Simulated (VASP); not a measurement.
# Se (R-3m) in VASP: single point with PBEsol

Aim: the single point of Se with PBEsol.

Program: VASP 6.6.1. These are calculated values, not measurements. Logs are shortened: lines on timing, memory, paths and dates and some standing lists are left out, and cuts for length are marked.

## (1) The cell of the first run

Symmetry: R-3m, No. 166, trigonal system. The conventional cell has a = 2.946 Å, b = 2.946 Å, c = 5.565 Å, α = 90.00°, β = 90.00°, γ = 120.00°. Se (site symmetry -3m) has 12 Se at 2.52 to 2.95 Å within 3.3 Å.

## (2) Single point, PBEsol

File INCAR:

```
PREC = Accurate ; ENCUT = 520
EDIFF = 1E-6 ; ISMEAR = -1
SIGMA = 0.05 ; LREAL = False
LASPH = True ; NELM = 80
ALGO = Normal ; ISIF = 2
LWAVE = False ; LCHARG = False
GGA = PS ; NBANDS = 13
```

File KPOINTS:

```
Automatic mesh
0
Gamma
  13 13 13
```

File POSCAR:

```
Se
1.0
    1.4730170108     -0.8504467677      3.7102306627
    0.0000000000      1.7008935354      3.7102306627
   -1.4730170108     -0.8504467677      3.7102306627
Se
2
Direct
    0.2500000000      0.2500000000      0.2500000000
   -0.2500000000     -0.2500000000     -0.2500000000
```

Potentials or basis: VASP PAW PBE potentials, release 64 (Se).

Started as:

```
$ cat potpaw_PBE.64/Se/POTCAR > POTCAR
$ mpirun -np 1 vasp_std > vasp.out
```

OUTCAR:

```text
PREC = Accurate
   ENCUT = 520
   EDIFF = 1E-6
   ISMEAR = -1
   LREAL = False
   LASPH = True
   NELM = 80
   ISIF = 2
   GGA = PS

 ion  position               nearest neighbor table
   1  0.250  0.250  0.250-   2 2.52   2 2.52   2 2.52   2 2.52   2 2.52   2 2.52
   2  0.750  0.750  0.750-   1 2.52   1 2.52   1 2.52   1 2.52   1 2.52   1 2.52

  LATTYP: Found a trigonal (rhomboedric) cell.
 ALAT       =     4.0815254978
 COS(alpha) =     0.7395043399

  Lattice vectors:

 A1 = (   1.4730170108,  -0.8504467677,   3.7102306627)
 A2 = (   0.0000000000,   1.7008935354,   3.7102306627)
 A3 = (  -1.4730170108,  -0.8504467677,   3.7102306627)

Analysis of symmetry for initial positions (statically):
=====================================================================
 Subroutine PRICEL returns following result:

  LATTYP: Found a trigonal (rhomboedric) cell.
 ALAT       =     2.5168416143
 COS(alpha) =     0.3149318957

  Lattice vectors:

 A1 = (   1.4730170108,   0.8504467677,   1.8551153314)
 A2 = (  -1.4730170108,   0.8504467677,   1.8551153313)
 A3 = (   0.0000000000,  -1.7008935354,   1.8551153314)

   2 primitive cells build up your supercell.

 Routine SETGRP: Setting up the symmetry group for a
 trigonal (rhombohedral) supercell.

 Subroutine GETGRP returns: Found 12 space group operations
 (whereof 12 operations were pure point group operations)
 out of a pool of 12 trial point group operations.

The static configuration has the point symmetry D_3d.

Analysis of symmetry for dynamics (positions and initial velocities):
=====================================================================
 Subroutine PRICEL returns following result:

  LATTYP: Found a trigonal (rhomboedric) cell.
 ALAT       =     2.5168416143
 COS(alpha) =     0.3149318957

  Lattice vectors:

 A1 = (   1.4730170108,   0.8504467677,   1.8551153314)
 A2 = (  -1.4730170108,   0.8504467677,   1.8551153313)
 A3 = (   0.0000000000,  -1.7008935354,   1.8551153314)

   2 primitive cells build up your supercell.

 Routine SETGRP: Setting up the symmetry group for a
 trigonal (rhombohedral) supercell.

 Subroutine GETGRP returns: Found 12 space group operations
 (whereof 12 operations were pure point group operations)
 out of a pool of 12 trial point group operations.

The dynamic configuration has the point symmetry D_3d.

 Subroutine INISYM returns: Found 12 space group operations
 (whereof 12 operations are pure point group operations),
 and found     2 'primitive' translations

----------------------------------------------------------------------------------------

                                     Primitive cell

  volume of cell :      13.9437

  direct lattice vectors                    reciprocal lattice vectors
     1.473017011  0.850446768  1.855115331     0.339439393  0.195975425  0.179683348
    -1.473017011  0.850446768  1.855115331    -0.339439393  0.195975425  0.179683348
     0.000000000 -1.700893535  1.855115331    -0.000000000 -0.391950850  0.179683348

  length of vectors
     2.516841614  2.516841614  2.516841614     0.431174645  0.431174645  0.431174645

  position of ions in fractional coordinates (direct lattice)
     0.500000000  0.500000000  0.500000000

  ion indices of the primitive-cell ions
   primitive index   ion index
                 1           1

----------------------------------------------------------------------------------------

 KPOINTS: Automatic mesh

Automatic generation of k-mesh.
 Grid dimensions read from file:
 generate k-points for:   13   13   13

 Generating k-lattice:

  Cartesian coordinates                     Fractional coordinates (reciprocal lattice)
     0.026110723 -0.015075033  0.006910898     0.076923077  0.000000000  0.000000000
     0.000000000  0.030150065  0.006910898     0.000000000  0.076923077  0.000000000
    -0.026110723 -0.015075033  0.006910898     0.000000000  0.000000000  0.076923077

  Length of vectors
     0.030931973  0.030931973  0.030931973

  Shift w.r.t. Gamma in fractional coordinates (k-lattice)
     0.000000000  0.000000000  0.000000000

 Subroutine IBZKPT returns following result:
 ===========================================

 Found    231 irreducible k-points:

 Following reciprocal coordinates:
            Coordinates               Weight
  0.000000  0.000000  0.000000      1.000000
  0.076923  0.000000 -0.000000      6.000000
  0.153846  0.000000  0.000000      6.000000
  0.230769  0.000000  0.000000      6.000000
  0.307692  0.000000  0.000000      6.000000
  0.384615  0.000000 -0.000000      6.000000
[... 16 lines left out ...]
  0.384615  0.153846 -0.000000     12.000000
  0.461538  0.153846  0.000000     12.000000
 [... further k-points ...]
   k-points           NKPTS =    231   k-points in BZ     NKDIM =    231   number of bands    NBANDS=     13
   number of dos      NEDOS =    301   number of ions     NIONS =      2
   total plane-waves  NPLWV =  27000
   dimension x,y,z NGX =    30 NGY =   30 NGZ =   30
   dimension x,y,z NGXF=    60 NGYF=   60 NGZF=   60
   ions per type =               2
   NGX,Y,Z   is equivalent  to a cutoff of  12.22, 12.22, 12.22 a.u.
   NGXF,Y,Z  is equivalent  to a cutoff of  24.44, 24.44, 24.44 a.u.
 SYSTEM =  unknown system
   PREC   = accura    normal or accurate (medium, high low for compatibility)
   ISTART =      0    job   : 0-new  1-cont  2-samecut
   ICHARG =      2    charge: 1-file 2-atom 10-const
   ISPIN  =      1    spin polarized calculation?
   LNONCOLLINEAR =      F non collinear calculations
   LSORBIT =      F    spin-orbit coupling
   LASPH  =      T    aspherical Exc in radial PAW
   ENCUT  =  520.0 eV  38.22 Ry    6.18 a.u.   7.59  7.59  7.59*2*pi/ulx,y,z
   NELM   =     80;   NELMIN=  2; NELMDL= -5     # of ELM steps
   EDIFF  = 0.1E-05   stopping-criterion for ELM
   LREAL  =      F    real-space projection
   EDIFFG = 0.1E-04   stopping-criterion for IOM
   NSW    =      0    number of steps for IOM
   IBRION =     -1    ionic relax: 0-MD 1-quasi-New 2-CG
   NFREE  =      0    steps in history (QN), initial steepest desc. (CG)
   ISIF   =      2    stress and relaxation
   ISYM   =      2    0-nonsym 1-usesym 2-fastsym
   POTIM  = 0.5000    time-step for ionic-motion
   TEBEG  =    0.0;   TEEND  =   0.0 temperature during run
   PSTRESS=    0.0 pullay stress
   NELECT =      12.0000    total number of electrons
   NUPDOWN=      -1.0000    fix difference up-down
   EMIN   =  10.00;   EMAX   =-10.00  energy-range for DOS
   EFERMI =   0.00;   METHOD = LEGACY
   ISMEAR =    -1;   SIGMA  =   0.05  broadening in eV -4-tet -1-fermi 0-gaus
   EFERMI_NEDOS =   21; number of points for ismear=-14 and -15
   IALGO  =     38    algorithm
   IMIX   =      4    mixing-type and parameters
     AMIX     =   0.40;   BMIX     =  1.00
     AMIX_MAG =   1.60;   BMIX_MAG =  1.00
  volume/ion in A,a.u.               =      13.94        94.10
  Fermi-wavevector in a.u.,A,eV,Ry     =   1.235946  2.335600 20.783756  1.527563
  Thomas-Fermi vector in A             =   2.370575
   LORBIT       =      0    0 simple, 1 ext, 2 COOP (PROOUT), +10 PAW based schemes
   GGA     = PS    functional components
   LHFCALC =     F    Hartree Fock is set to
   AEXX    =    0.0000 exact exchange contribution
   IVDW    =     0    specifies the selected vdW correction
   LEPSILON=     F    determine dielectric tensor
   LRPA    =     F    only Hartree local field effects (RPA)
 non-spin polarized calculation
  energy-cutoff  :      520.00
  volume of cell :       27.89
 maximum number of plane-waves:       779
   NGX = 15   NGY = 15   NGZ = 15

 number of electron      12.0000000 magnetization

 Free energy of the ion-electron system (eV)
  ---------------------------------------------------
  ext. energy  EPLUGINS =         0.00000000
  ---------------------------------------------------
  free energy    TOTEN  =        -5.21169135 eV

  energy without entropy =       -5.20470620  energy(sigma->0) =       -5.20819878

 E-fermi :  10.9438     XC(G=0): -12.4366

 val. band max:       10.9362132645   @ k =  -0.4615   0.2308   0.1538
 cond. band min:      10.9509926760   @ k =   0.4615   0.2308   0.1538
 fundamental gap:      0.0147794114
 Fermi energy:        10.9438421742

 k-point     1 :       0.0000    0.0000    0.0000
  band No.  band energies     occupation
      1      -9.7332      2.00000
      2       0.0833      2.00000
      3       1.4544      2.00000
      4      10.3293      1.99999
      5      10.3293      1.99999
      6      14.4793      0.00000
      7      14.4793      0.00000
      8      16.6653      0.00000
      9      17.0687      0.00000
     10      19.1614      0.00000
     11      19.1614      0.00000
     12      20.6065      0.00000
     13      20.6065      0.00000

 k-point     2 :       0.0769    0.0000   -0.0000
  band No.  band energies     occupation
      1      -9.5992      2.00000
      2      -0.0238      2.00000
      3       1.7537      2.00000
      4       9.3956      2.00000
      5      10.1814      2.00000
      6      13.7647      0.00000
      7      13.9866      0.00000
      8      16.1278      0.00000
      9      17.3213      0.00000
     10      18.5609      0.00000
     11      19.5771      0.00000
     12      21.3038      0.00000
     13      21.8427      0.00000

 k-point     3 :       0.1538    0.0000    0.0000
  band No.  band energies     occupation
      1      -9.1984      2.00000
      2      -0.2082      2.00000
      3       2.4671      2.00000
      4       7.5212      2.00000
      5       9.8277      2.00000
      6      12.0643      0.00000
      7      12.9338      0.00000
      8      14.7051      0.00000
      9      16.8124      0.00000
     10      19.8383      0.00000
     11      20.7331      0.00000
     12      22.9484      0.00000
     13      23.6292      0.00000
[... 305 lines left out ...]
 k-point    23 :       0.3846    0.1538   -0.0000
  band No.  band energies     occupation
      1      -7.0335      2.00000
      2      -1.5359      2.00000
      3       3.1119      2.00000
      4       6.0541      2.00000
      5       6.4083      2.00000
      6       9.2197      2.00000
      7       9.8387      2.00000
      8      13.7894      0.00000
      9      18.5647      0.00000
     10      20.7294      0.00000
     11      20.7939      0.00000
     12      25.3142      0.00000
     13      27.4357      0.00000

 k-point    24 :       0.4615    0.1538    0.0000
  band No.  band energies     occupation
      1      -5.8545      2.00000
      2      -2.3367      2.00000
      3       2.8227      2.00000
      4       5.5902      2.00000
      5       6.1029      2.00000
      6       8.2251      2.00000
      7      10.2845      2.00000
      8      12.1213      0.00000
      9      18.9769      0.00000
     10      19.2423      0.00000
     11      22.8904      0.00000
     12      26.8171      0.00000
     13      26.8619      0.00000

 [... further k-points ...]

------------------------ aborting loop because EDIFF is reached ----------------------------------------

  FORCE on cell =-STRESS in cart. coord.  units (eV):
  Direction    XX          YY          ZZ          XY          YZ          ZX
  --------------------------------------------------------------------------------------
  -------------------------------------------------------------------------------------
  Total       11.4484250     11.4484250     11.5389959      0.0000000      0.0000000      0.0000000
  in kB      657.7324474    657.7324473    662.9359098      0.0000000      0.0000000      0.0000000
  external PRESSURE =     659.4669348 kB  Pullay stress =       0.0000000 kB

 VOLUME and BASIS-vectors are now :
 -----------------------------------------------------------------------------
  energy-cutoff  :      520.00
  volume of cell :       27.89
      direct lattice vectors                 reciprocal lattice vectors
     1.473017011 -0.850446768  3.710230663     0.339439393 -0.195975425  0.089841674
     0.000000000  1.700893535  3.710230663     0.000000000  0.391950850  0.089841674
    -1.473017011 -0.850446768  3.710230663    -0.339439393 -0.195975425  0.089841674

 POSITION                                       TOTAL-FORCE (eV/Angst)
 -----------------------------------------------------------------------------------
      0.00000      0.00000      2.78267         0.000000      0.000000      0.000000
      0.00000      0.00000      8.34802        -0.000000     -0.000000     -0.000000
 -----------------------------------------------------------------------------------
    total drift:                                0.000000     -0.000000      0.000000

  FREE ENERGIE OF THE ION-ELECTRON SYSTEM (eV)
  ---------------------------------------------------
  free  energy   TOTEN  =        -5.2116913511 eV

  energy  without entropy=       -5.2047062012  energy(sigma->0) =       -5.20819878
```

Wall time 47 s (1 thread of AMD EPYC 9R45 (Zen 5), shared host); peak memory 0.19 GiB.

What came out:

```yaml
Free_energy: -5.2117 eV
Pressure: 65.9 GPa
Band_gap_on_the_k_mesh: zero (bands 6 and 7 overlap by 7.83 eV)
```

Levels at points of the mesh, in eV from the Fermi level:
```
           k point  band 4  band 5  band 6  band 7  band 8  band 9
(0.00, 0.00, 0.00)   -0.61   -0.61    3.54    3.54    5.72    6.12
```

Caveat: the cell stands under pressure; the PAW data sets were made with another functional, which shifts forces and pressure a little.
